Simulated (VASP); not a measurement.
# SnSe (P4mm) in VASP: single point with r2SCAN

Aim: the single point of SnSe with r2SCAN.

Program: VASP 6.6.1. These are calculated values, not measurements. Logs are shortened: lines on timing, memory, paths and dates and some standing lists are left out, and cuts for length are marked.

### Step 1. The cell of the first run

The structure is tetragonal, space group P4mm (No. 99). Conventional cell: a = 4.285 Å, b = 4.285 Å, c = 10.991 Å, α = 90.00°, β = 90.00°, γ = 90.00°. Within 3.8 Å of Sn (site symmetry 4mm) lie 5 Se at 2.90 to 3.05 Å. Within 3.5 Å of Sn (site symmetry 4mm) lie 5 Se at 2.68 to 3.03 Å. Within 3.8 Å of Se (site symmetry 4mm) lie 5 Sn at 2.90 to 3.03 Å. Se (site symmetry 4mm) has 5 Sn at 2.68 to 3.05 Å within 3.5 Å.

### Step 2. Single point, r2SCAN (atom 1 (Sn) moved by (+0.000, -0.225) A along y and z)

POSCAR

```
SnSe
1.0
    4.2853274191      0.0000000000      0.0000000000
    0.0000000000      4.2853274191      0.0000000000
    0.0000000000      0.0000000000     10.9906921300
Sn Se
2 2
Direct
    0.5000000000      0.0000000000      0.3517572419
    0.0000000000      0.5000000000      0.6277708900
    0.5000000000      0.0000000000      0.6160394900
    0.0000000000      0.5000000000      0.3839605100
```

INCAR.step1

```
SYSTEM = SnSe
  PREC = Accurate
  ENCUT = 520
  ISMEAR = 0
  SIGMA = 0.05
  LREAL = .FALSE.
  LASPH = .TRUE.
  NELM = 100
  NBANDS = 28
  GGA = PE
  ALGO = Normal
  EDIFF = 1E-4
  LWAVE = .TRUE.
  LCHARG = .FALSE.
```

INCAR.step2

```
SYSTEM = SnSe
  PREC = Accurate
  ENCUT = 520
  EDIFF = 1E-6
  ISMEAR = 0
  SIGMA = 0.05
  LREAL = .FALSE.
  LASPH = .TRUE.
  NELM = 100
  ALGO = Normal
  ISIF = 2
  LWAVE = .FALSE.
  LCHARG = .TRUE.
  METAGGA = R2SCAN
  LMIXTAU = .TRUE.
  LELF = .TRUE.
  LVHAR = .TRUE.
  NBANDS = 28
  ISTART = 1
```

KPOINTS

```
Automatic mesh
0
G
  6 6 4
  0 0 0
```

Potentials or basis: VASP PAW PBE potentials, release 64 (Sn_d, Se).

On the command line:

```sh
$ cat potpaw_PBE.64/Sn_d/POTCAR potpaw_PBE.64/Se/POTCAR > POTCAR
$ cp INCAR.step1 INCAR
$ mpirun -np 1 vasp_std > vasp.out
$ cp INCAR.step2 INCAR
$ mpirun -np 1 vasp_std > vasp.out
```

OUTCAR:

```text
SYSTEM = SnSe
   PREC = Accurate
   ENCUT = 520
   EDIFF = 1E-6
   ISMEAR = 0
   LREAL = .FALSE.
   LASPH = .TRUE.
   NELM = 100
   ISIF = 2
   METAGGA = R2SCAN
   ISTART = 1

 ion  position               nearest neighbor table
   1  0.500  0.000  0.352-   3 2.90   4 3.05   4 3.05   4 3.05   4 3.05
   2  0.000  0.500  0.628-   4 2.68   3 3.03   3 3.03   3 3.03   3 3.03
   3  0.500  0.000  0.616-   1 2.90   2 3.03   2 3.03   2 3.03   2 3.03
   4  0.000  0.500  0.384-   2 2.68   1 3.05   1 3.05   1 3.05   1 3.05

  LATTYP: Found a simple tetragonal cell.
 ALAT       =     4.2853274191
 C/A-ratio  =     2.5647263453

  Lattice vectors:

 A1 = (   4.2853274191,   0.0000000000,   0.0000000000)
 A2 = (   0.0000000000,   4.2853274191,   0.0000000000)
 A3 = (   0.0000000000,   0.0000000000,  10.9906921300)

Analysis of symmetry for initial positions (statically):
=====================================================================
 Subroutine PRICEL returns:
 Original cell was already a primitive cell.

 Routine SETGRP: Setting up the symmetry group for a
 simple tetragonal supercell.

 Subroutine GETGRP returns: Found  8 space group operations
 (whereof  4 operations were pure point group operations)
 out of a pool of 16 trial point group operations.

The static configuration has the point symmetry C_2v.
 The point group associated with its full space group is C_4v.

Analysis of symmetry for dynamics (positions and initial velocities):
=====================================================================
 Subroutine PRICEL returns:
 Original cell was already a primitive cell.

 Routine SETGRP: Setting up the symmetry group for a
 simple tetragonal supercell.

 Subroutine GETGRP returns: Found  8 space group operations
 (whereof  4 operations were pure point group operations)
 out of a pool of 16 trial point group operations.

The dynamic configuration has the point symmetry C_2v.
 The point group associated with its full space group is C_4v.

 Subroutine INISYM returns: Found  8 space group operations
 (whereof  4 operations are pure point group operations),
 and found     1 'primitive' translations

----------------------------------------------------------------------------------------

                                     Primitive cell

  volume of cell :     201.8334

  direct lattice vectors                    reciprocal lattice vectors
     4.285327419  0.000000000  0.000000000     0.233354398  0.000000000  0.000000000
     0.000000000  4.285327419  0.000000000     0.000000000  0.233354398  0.000000000
     0.000000000  0.000000000 10.990692130     0.000000000  0.000000000  0.090986081

  length of vectors
     4.285327419  4.285327419 10.990692130     0.233354398  0.233354398  0.090986081

  position of ions in fractional coordinates (direct lattice)
     0.500000000  0.000000000  0.351757242
     0.000000000  0.500000000  0.627770890
     0.500000000  0.000000000  0.616039490
     0.000000000  0.500000000  0.383960510

  ion indices of the primitive-cell ions
   primitive index   ion index
                 1           1
                 2           2
                 3           3
                 4           4

----------------------------------------------------------------------------------------

 KPOINTS: Automatic mesh

Automatic generation of k-mesh.
 Grid dimensions read from file:
 generate k-points for:    6    6    4

 Generating k-lattice:

  Cartesian coordinates                     Fractional coordinates (reciprocal lattice)
     0.038892400  0.000000000  0.000000000     0.166666667  0.000000000  0.000000000
     0.000000000  0.038892400  0.000000000     0.000000000  0.166666667  0.000000000
     0.000000000  0.000000000  0.022746520     0.000000000  0.000000000  0.250000000

  Length of vectors
     0.038892400  0.038892400  0.022746520

  Shift w.r.t. Gamma in fractional coordinates (k-lattice)
     0.000000000  0.000000000  0.000000000

 Subroutine IBZKPT returns following result:
 ===========================================

 Found     30 irreducible k-points:

 Following reciprocal coordinates:
            Coordinates               Weight
  0.000000  0.000000  0.000000      1.000000
  0.166667  0.000000  0.000000      4.000000
  0.333333  0.000000  0.000000      4.000000
  0.500000  0.000000  0.000000      2.000000
  0.166667  0.166667  0.000000      4.000000
  0.333333  0.166667  0.000000      8.000000
[... 16 lines left out ...]
  0.333333  0.000000  0.500000      4.000000
  0.500000  0.000000  0.500000      2.000000
 [... further k-points ...]
   k-points           NKPTS =     30   k-points in BZ     NKDIM =     30   number of bands    NBANDS=     28
   number of dos      NEDOS =    301   number of ions     NIONS =      4
   total plane-waves  NPLWV =  86016
   dimension x,y,z NGX =    32 NGY =   32 NGZ =   84
   dimension x,y,z NGXF=    64 NGYF=   64 NGZF=  168
   ions per type =               2   2
   NGX,Y,Z   is equivalent  to a cutoff of  12.41, 12.41, 12.71 a.u.
   NGXF,Y,Z  is equivalent  to a cutoff of  24.83, 24.83, 25.41 a.u.
 SYSTEM =  SnSe
   PREC   = accura    normal or accurate (medium, high low for compatibility)
   ISTART =      1    job   : 0-new  1-cont  2-samecut
   ICHARG =      0    charge: 1-file 2-atom 10-const
   ISPIN  =      1    spin polarized calculation?
   LNONCOLLINEAR =      F non collinear calculations
   LSORBIT =      F    spin-orbit coupling
   LASPH  =      T    aspherical Exc in radial PAW
   ENCUT  =  520.0 eV  38.22 Ry    6.18 a.u.   7.97  7.97 20.44*2*pi/ulx,y,z
   NELM   =    100;   NELMIN=  2; NELMDL=  0     # of ELM steps
   EDIFF  = 0.1E-05   stopping-criterion for ELM
   LREAL  =      F    real-space projection
   EDIFFG = 0.1E-04   stopping-criterion for IOM
   NSW    =      0    number of steps for IOM
   IBRION =     -1    ionic relax: 0-MD 1-quasi-New 2-CG
   NFREE  =      0    steps in history (QN), initial steepest desc. (CG)
   ISIF   =      2    stress and relaxation
   ISYM   =      2    0-nonsym 1-usesym 2-fastsym
   POTIM  = 0.5000    time-step for ionic-motion
   TEBEG  =    0.0;   TEEND  =   0.0 temperature during run
   PSTRESS=    0.0 pullay stress
   NELECT =      40.0000    total number of electrons
   NUPDOWN=      -1.0000    fix difference up-down
   EMIN   =  10.00;   EMAX   =-10.00  energy-range for DOS
   EFERMI =   0.00;   METHOD = LEGACY
   ISMEAR =     0;   SIGMA  =   0.05  broadening in eV -4-tet -1-fermi 0-gaus
   EFERMI_NEDOS =   21; number of points for ismear=-14 and -15
   IALGO  =     38    algorithm
   IMIX   =      4    mixing-type and parameters
     AMIX     =   0.40;   BMIX     =  1.00
     AMIX_MAG =   1.60;   BMIX_MAG =  1.00
  volume/ion in A,a.u.               =      50.46       340.51
  Fermi-wavevector in a.u.,A,eV,Ry     =   0.954473  1.803693 12.395171  0.911019
  Thomas-Fermi vector in A             =   2.083223
   LORBIT       =      0    0 simple, 1 ext, 2 COOP (PROOUT), +10 PAW based schemes
   METAGGA = R2SCAN    functional components
   LHFCALC =     F    Hartree Fock is set to
   AEXX    =    0.0000 exact exchange contribution
   IVDW    =     0    specifies the selected vdW correction
   LEPSILON=     F    determine dielectric tensor
   LRPA    =     F    only Hartree local field effects (RPA)
 non-spin polarized calculation
 Gauss-broadening in eV      SIGMA  =   0.05
  energy-cutoff  :      520.00
  volume of cell :      201.83
 maximum number of plane-waves:      5480
 NGX is ok and might be reduce to    32
   NGX = 15   NGY = 15   NGZ = 41

 number of electron      40.0000021 magnetization

 Free energy of the ion-electron system (eV)
  ---------------------------------------------------
  ext. energy  EPLUGINS =         0.00000000
  ---------------------------------------------------
  free energy    TOTEN  =       -79.44247043 eV

  energy without entropy =      -79.44247043  energy(sigma->0) =      -79.44247043

 E-fermi :   0.9688     XC(G=0):  -6.2895

 val. band max:        0.6860259053   @ k =   0.5000   0.0000   0.0000
 cond. band min:       1.8769474594   @ k =   0.0000   0.0000   0.5000
 fundamental gap:      1.1909215540
 Fermi energy:         0.9687774683

 k-point     1 :       0.0000    0.0000    0.0000
  band No.  band energies     occupation
      1     -21.5479      2.00000
      2     -21.5404      2.00000
      3     -21.5035      2.00000
      4     -21.4963      2.00000
      5     -21.4963      2.00000
      6     -21.1112      2.00000
[... 20 lines left out ...]
     27       6.6046      0.00000
     28       6.6046      0.00000

 k-point     2 :       0.1667    0.0000    0.0000
  band No.  band energies     occupation
      1     -21.5456      2.00000
      2     -21.5422      2.00000
      3     -21.5018      2.00000
      4     -21.4972      2.00000
      5     -21.4962      2.00000
      6     -21.1091      2.00000
[... 20 lines left out ...]
     27       6.1197      0.00000
     28       6.2484      0.00000

 k-point     3 :       0.3333    0.0000    0.0000
  band No.  band energies     occupation
      1     -21.5458      2.00000
      2     -21.5415      2.00000
      3     -21.4992      2.00000
      4     -21.4976      2.00000
      5     -21.4960      2.00000
      6     -21.1113      2.00000
[... 20 lines left out ...]
     27       5.8227      0.00000
     28       7.4523      0.00000

 k-point     4 :       0.5000    0.0000    0.0000
  band No.  band energies     occupation
      1     -21.5476      2.00000
      2     -21.5396      2.00000
      3     -21.5000      2.00000
      4     -21.4959      2.00000
      5     -21.4956      2.00000
      6     -21.1132      2.00000
[... 20 lines left out ...]
     27       6.4934      0.00000
     28       6.7098      0.00000

 k-point     5 :       0.1667    0.1667    0.0000
  band No.  band energies     occupation
      1     -21.5445      2.00000
      2     -21.5433      2.00000
      3     -21.5002      2.00000
      4     -21.4971      2.00000
      5     -21.4971      2.00000
      6     -21.1098      2.00000
[... 20 lines left out ...]
     27       5.8941      0.00000
     28       7.0454      0.00000

 k-point     6 :       0.3333    0.1667    0.0000
  band No.  band energies     occupation
      1     -21.5490      2.00000
      2     -21.5389      2.00000
      3     -21.4990      2.00000
      4     -21.4970      2.00000
      5     -21.4965      2.00000
      6     -21.1146      2.00000
[... 463 lines left out ...]
      5     -21.4963      2.00000
      6     -21.1112      2.00000
[... 20 lines left out ...]
     27       6.6067      0.00000
     28       6.6067      0.00000

 k-point    22 :       0.1667    0.0000    0.5000
  band No.  band energies     occupation
      1     -21.5456      2.00000
      2     -21.5422      2.00000
      3     -21.5018      2.00000
      4     -21.4972      2.00000
      5     -21.4962      2.00000
      6     -21.1091      2.00000
[... 20 lines left out ...]
     27       5.8792      0.00000
     28       6.2880      0.00000

 k-point    23 :       0.3333    0.0000    0.5000
  band No.  band energies     occupation
      1     -21.5458      2.00000
      2     -21.5415      2.00000
      3     -21.4992      2.00000
      4     -21.4976      2.00000
      5     -21.4960      2.00000
      6     -21.1113      2.00000
[... 20 lines left out ...]
     27       6.4000      0.00000
     28       7.1910      0.00000

 k-point    24 :       0.5000    0.0000    0.5000
  band No.  band energies     occupation
      1     -21.5476      2.00000
      2     -21.5396      2.00000
      3     -21.5000      2.00000
      4     -21.4959      2.00000
      5     -21.4956      2.00000
      6     -21.1132      2.00000
[... 20 lines left out ...]
     27       7.0134      0.00000
     28       7.2240      0.00000

 [... further k-points ...]
[... 5 lines left out ...]
  --------------------------------------------------------------------------------------
  -------------------------------------------------------------------------------------
  Total       -0.7809831     -0.7809831     -2.3696650      0.0000000      0.0000000      0.0000000
  in kB       -6.1995359     -6.1995359    -18.8106791      0.0000000      0.0000000      0.0000000
  external PRESSURE =     -10.4032503 kB  Pullay stress =       0.0000000 kB

 VOLUME and BASIS-vectors are now :
 -----------------------------------------------------------------------------
  energy-cutoff  :      520.00
  volume of cell :      201.83
      direct lattice vectors                 reciprocal lattice vectors
     4.285327419  0.000000000  0.000000000     0.233354398  0.000000000  0.000000000
     0.000000000  4.285327419  0.000000000     0.000000000  0.233354398  0.000000000
     0.000000000  0.000000000 10.990692130     0.000000000  0.000000000  0.090986081

 POSITION                                       TOTAL-FORCE (eV/Angst)
 -----------------------------------------------------------------------------------
      2.14266      0.00000      3.86606         0.000000      0.000000      1.026472
      0.00000      2.14266      6.89964         0.000000      0.000000      0.104283
      2.14266      0.00000      6.77070         0.000000      0.000000     -0.877714
      0.00000      2.14266      4.21999         0.000000      0.000000     -0.253041
 -----------------------------------------------------------------------------------
    total drift:                                0.000000      0.000000     -0.001926

  FREE ENERGIE OF THE ION-ELECTRON SYSTEM (eV)
  ---------------------------------------------------
  free  energy   TOTEN  =       -79.4424704259 eV

  energy  without entropy=      -79.4424704259  energy(sigma->0) =      -79.44247043
```

Run time: 11 min. Hardware: 1 thread of Intel Xeon 8259CL, shared host; peak memory 0.41 GiB.

What came out:

```yaml
Free_energy: -79.4425 eV
Pressure: -1.0 GPa
Largest_force: 1.026 eV/Å
Band_gap_on_the_k_mesh: 1.19 eV (least direct gap 1.46 eV)
```

Forces on the atoms (eV/Å):
```
Sn   0.000  0.000  1.026
Sn   0.000  0.000  0.104
Se   0.000  0.000 -0.878
Se   0.000  0.000 -0.253
```

Stress tensor (GPa, compression positive):
```
-0.62  0.00  0.00
 0.00 -0.62  0.00
 0.00  0.00 -1.88
```

Caveat: the cell differs from its parent crystal (atom 1 (Sn) moved by (+0.000, -0.225) A along y and z); the PAW data sets were made with another functional, which shifts forces and pressure a little; spin-orbit coupling is left out, which moves the levels of the heavy elements.
